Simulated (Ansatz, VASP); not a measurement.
**One calculation of LiCl, two programs**

The input INCAR:

```
ALGO = Normal
EDIFF = 1E-6
ENCUT = 750
GGA = PE
GGA_COMPAT = False
ISIF = 2
ISMEAR = 0
LASPH = True
LCHARG = False
LREAL = False
LWAVE = False
NBANDS = 12
NELM = 120
PREC = Accurate
SIGMA = 0.02
```

File KPOINTS:

```
k-points
0
Gamma
  8 8 8
```

File POSCAR:

```
LiCl
1.0
    0.0000000000      2.6415489144      2.6415489144
    2.6415489144      0.0000000000      2.6415489144
    2.6415489144      2.6415489144      0.0000000000
Li Cl
1 1
Direct
    0.0000000000      0.0000000000      0.0000000000
    0.5000000000      0.5000000000      0.5000000000
```

Input for Ansatz:

```yaml
crystal:
  lattice:
    - [0.0, 2.6415489144, 2.6415489144]
    - [2.6415489144, 0.0, 2.6415489144]
    - [2.6415489144, 2.6415489144, 0.0]
  atoms:
    - { symbol: Li, position: [0.0, 0.0, 0.0] }
    - { symbol: Cl, position: [0.5, 0.5, 0.5] }
basis:
  ecutwfc: 420
kpoints:
  mp_grid: { grid: [8, 8, 8] }
hamiltonian:
  xc: pbe
scf:
  occupations: { method: gaussian, width: 0.02 }
output:
  forces: true
  stress: true
  eigenvalues: true
  populations: true
```

Alike in both runs: task single point; functional PBE; k mesh 8 × 8 × 8; occupations gaussian, width 0.02 eV; no spin polarisation.

```csv
,VASP,Ansatz
version,VASP 6.6.1,Ansatz 0.2.0
potentials or method,"VASP PAW PBE potentials, release 64 (Li_sv, Cl), cutoff 750 eV","scalar-relativistic, plane waves, PAW"
valence electrons in the cell,10,10
```

VASP gave:

- gap on the k mesh at the Fermi level (eV): 5.86
- least direct gap on the mesh (eV): 5.86
- pressure (GPa): -2.1

Problem. Which values does Ansatz return?

Solution. gap on the k mesh at the Fermi level (eV): 5.85; least direct gap on the mesh (eV): 5.85; pressure (GPa): -2.1.
